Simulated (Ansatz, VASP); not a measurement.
# HgSb in VASP and in Ansatz

INCAR

```
  PREC = Accurate
  ENCUT = 520
  EDIFF = 1E-6
  ISMEAR = 0
  SIGMA = 0.05
  LREAL = F
  LASPH = T
  NELM = 60
  ALGO = Normal
  ISIF = 2
  LWAVE = F
  LCHARG = T
  GGA = PS
  LELF = T
  LVHAR = T
  NBANDS = 16
```

Contents of KPOINTS:

```
Automatic mesh
0
Gamma
  10 10 10
```

Contents of POSCAR:

```
HgSb
1.0
    0.0000000000      3.2015114781      3.2015114781
    3.2015114781      0.0000000000      3.2015114781
    3.2015114781      3.2015114781      0.0000000000
Hg Sb
1 1
Direct
    0.0000000000      0.0000000000      0.0000000000
    0.2500000000      0.2500000000      0.2500000000
```

Input for Ansatz:

```yaml
crystal:
  lattice:
    - [0.0, 3.2015114781, 3.2015114781]
    - [3.2015114781, 0.0, 3.2015114781]
    - [3.2015114781, 3.2015114781, 0.0]
  atoms:
    - { symbol: Hg, position: [0.0, 0.0, 0.0] }
    - { symbol: Sb, position: [0.25, 0.25, 0.25] }
basis:
  ecutwfc: 420
  ecutrho_ratio: 4
kpoints:
  mp_grid: { grid: [10, 10, 10] }
hamiltonian:
  xc: pbesol
scf:
  occupations: { method: gaussian, width: 0.05 }
output:
  forces: true
  stress: true
  eigenvalues: true
```

Alike in both runs: task single point; functional PBEsol; k mesh 10 × 10 × 10; occupations gaussian, width 0.05 eV; no spin polarisation.

|  | VASP | Ansatz |
| --- | --- | --- |
| version | VASP 6.6.1 | Ansatz 0.2.0 |
| potentials or method | VASP PAW PBE potentials, release 64 (Hg, Sb), cutoff 520 eV | scalar-relativistic, plane waves, PAW |
| valence electrons in the cell | 17 | 35 |

|  | VASP | Ansatz | Ansatz less VASP |
| --- | --- | --- | --- |
| gap on the k mesh at the Fermi level (eV) | none | none | - |
| pressure (GPa) | 0.0 | 0.0 | -0.04 |

VASP's potentials were made for PBE, not for PBEsol. A gap of «none» marks a metal or a gap that the smearing closes. The functional is the same, so the differences come from potentials, cutoffs and numerics. VASP's potentials hold 17 valence electrons a cell and Ansatz's 35, so a difference there can come from the potentials and not from the codes.

Spin-orbit coupling is off throughout.
